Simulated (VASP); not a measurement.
## CdIn2O4: single point with PBEsol

CdIn2O4:

```
Cd In O
1.0
     0.00000    4.59546    4.59546
     4.59546    0.00000    4.59546
     4.59546    4.59546    0.00000
Cd In O
2 4 8
Direct
  0.00000 0.00000 0.00000
  0.25000 0.25000 0.25000
  0.62500 0.62500 0.62500
  0.12500 0.62500 0.62500
  0.62500 0.62500 0.12500
  0.62500 0.12500 0.62500
  0.86226 0.86226 0.86226
  0.83679 0.38774 0.38774
  0.86226 0.86226 0.41321
  0.38774 0.83679 0.38774
  0.41321 0.86226 0.86226
  0.38774 0.38774 0.38774
  0.86226 0.41321 0.86226
  0.38774 0.38774 0.83679
```

```json
{
  "Program": "VASP 6.6.1",
  "Task": "single point",
  "Functional": "PBEsol",
  "Potentials or basis": "VASP PAW PBE potentials, release 64 (Cd, In_d, O)",
  "Cutoff": "600 eV",
  "k mesh": "4 × 4 × 4",
  "Occupations": "fermi-dirac, width 0.02 eV",
  "Spin": "no spin polarisation",
  "Dipole correction": "no",
  "Further INCAR settings": "ALGO = Normal; EDIFF = 1e-06; NBANDS = 75"
}
```

| Quantity | Value |
| --- | --- |
| Pressure | 0.6 GPa |
| Largest force | 0.038 eV/Å |
| Band gap on the k mesh | 0.97 eV (least direct gap 1.03 eV) |

Forces in eV/Å, atoms in the order of the input:
```
Cd   0.000  0.000  0.000
Cd   0.000  0.000  0.000
In   0.000  0.000  0.000
In   0.000  0.000  0.000
In   0.000  0.000  0.000
In   0.000  0.000  0.000
O   -0.022 -0.022 -0.022
O    0.022 -0.022 -0.022
O    0.022  0.022 -0.022
O   -0.022  0.022 -0.022
O   -0.022  0.022  0.022
O    0.022  0.022  0.022
O    0.022 -0.022  0.022
O   -0.022 -0.022  0.022
```

Levels at points of the mesh, in eV from the valence-band top:
```csv
k point,band 60,band 61,band 62,band 63,band 64,band 65
"(0.00, 0.00, 0.00)",-0.11,-0.06,-0.06,0.97,4.99,5.61
"(0.50, 0.00, 0.00)",-0.31,0.00,0.00,3.68,3.87,5.93
"(0.50, 0.50, 0.00)",-0.21,-0.08,-0.08,4.49,4.49,5.99
```

Wall time 2.2 min on 1 thread of Intel(R) Xeon(R) 6975P-C (Granite Rapids), with other jobs on the host, peak memory 0.44 GiB.

Caveat: the PAW data sets were made with another functional, which shifts forces and pressure a little; spin-orbit coupling is left out, which moves the levels of the heavy elements. PBEsol gaps usually lie below the measured ones, often by a third to a half.
